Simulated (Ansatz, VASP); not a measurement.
**TlBr: VASP beside Ansatz**

```
Tl Br
1.0
     3.83970    0.00000    0.00000
     0.00000    3.83970    0.00000
     0.00000    0.00000    3.83970
Tl Br
1 1
Direct
  0.00000 0.00000 0.00000
  0.50000 0.50000 0.50000
```

Alike in both runs: functional LDA; k mesh 8 × 8 × 8; no spin polarisation.

Ansatz relaxed the structure, and its values are those at the end. VASP's run is a single point on that final structure, the one shown.

```csv
,VASP,Ansatz
version,VASP 6.6.1,Ansatz 0.2.0
potentials or method,"VASP PAW LDA potentials, release 64 (Tl_d, Br), cutoff 500 eV","scalar-relativistic, plane waves, PAW"
occupations,"gaussian, width 0.01 eV",fixed
valence electrons in the cell,20,20
```

VASP gave:

```
gap on the k mesh at the Fermi level (eV) : 1.34
least direct gap on the mesh (eV)         : 1.34
pressure (GPa)                            : 0.0
```

**Question.** Which values does Ansatz return?

**Answer.** gap on the k mesh at the Fermi level (eV): 1.37; least direct gap on the mesh (eV): 1.37; pressure (GPa): 0.0.

LDA's correlation is that of Perdew and Zunger in VASP and of Perdew and Wang (1992) in Ansatz.

Neither program's run includes spin-orbit coupling.
